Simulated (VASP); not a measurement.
The system is Rh.

```
Rh
1.0
     0.00000    1.89785    1.89785
     1.89785    0.00000    1.89785
     1.89785    1.89785    0.00000
Rh
1
Direct
  0.00000 0.00000 0.00000
```

```yaml
Program: VASP 6.6.1
Task: relaxation of cell and atoms
Functional: revPBE
Dispersion: D4
Potentials_or_basis: VASP PAW PBE potentials, release 64 (Rh_pv)
Cutoff: 600 eV
k_mesh: 12 × 12 × 12
Occupations: fermi-dirac, width 0.05 eV
Spin: no spin polarisation
```

At the start: pressure -5.1 GPa; volume 13.67 Å³/atom.

Q: Where does the relaxation end?

A: Over 3 steps the energy falls by 4.3 meV/atom and the volume is 13.42 Å³/atom (-1.8 %); space group Fm-3m (No. 225, to 0.05 Å).

Step by step:
| step | energy change (eV) | largest force (eV/Å) | pressure (GPa) | volume (Å³) |
| --- | --- | --- | --- | --- |
| 1 | 0.0000 | 0.0000 | -5.15 | 13.67 |
| 2 | 0.0227 | 0.0000 | 15.13 | 12.82 |
| 3 | -0.0043 | 0.0000 | -0.10 | 13.42 |

Final structure:
```yaml
crystal:
  lattice:
    - [0.00000, 1.88626, 1.88626]
    - [1.88626, 0.00000, 1.88626]
    - [1.88626, 1.88626, 0.00000]
  atoms:
    - { symbol: Rh, position: [0.00000, 0.00000, 0.00000] }
```

Caveat: the PAW data sets were made with another functional, which shifts forces and pressure a little; pairwise dispersion overbinds metals, which lowers pressure and volume.
